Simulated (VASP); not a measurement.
A run of VASP 6.6.1 is set up as follows.

INCAR

```
ALGO = Normal
EDIFF = 1E-6
ENCUT = 520
GGA = PE
ISIF = 2
ISMEAR = 0
LASPH = True
LCHARG = False
LREAL = False
LWAVE = False
NBANDS = 35
NELM = 100
PREC = Accurate
SIGMA = 0.05
```

File KPOINTS:

```
k-points
0
Gamma
  9 9 2
```

The input POSCAR:

```
WSe2
1.0
   -3.3206937274      0.0000000000      0.0000000000
   -1.6603468637     -2.8758051261      0.0000000000
   -0.3320693727      0.0000000000     15.2573262715
W Se
2 4
Direct
    0.3278333333      0.3333333333      0.0550000000
    0.6111666667      0.6666666667      0.5550000000
    0.2888313410      0.3333333333      0.4450199235
    0.5721646743      0.6666666667      0.9450199235
    0.2668353257      0.3333333333      0.6649800765
    0.6501686590      0.6666666667      0.1649800765
```

Potentials or basis: VASP PAW PBE potentials, release 64 (W_sv, Se).

Launch:

```console
$ cat potpaw_PBE.64/W_sv/POTCAR potpaw_PBE.64/Se/POTCAR > POTCAR
$ mpirun -np 1 vasp_std > vasp.out
```

(1) Estimate the largest force.

(2) Predict the pressure.

## Answers

(1) 3.115 eV/Å.

(2) 1.4 GPa.

Caveat: forces of over 1 eV/Å act on the atoms, so gaps and moduli don't describe the material at rest.
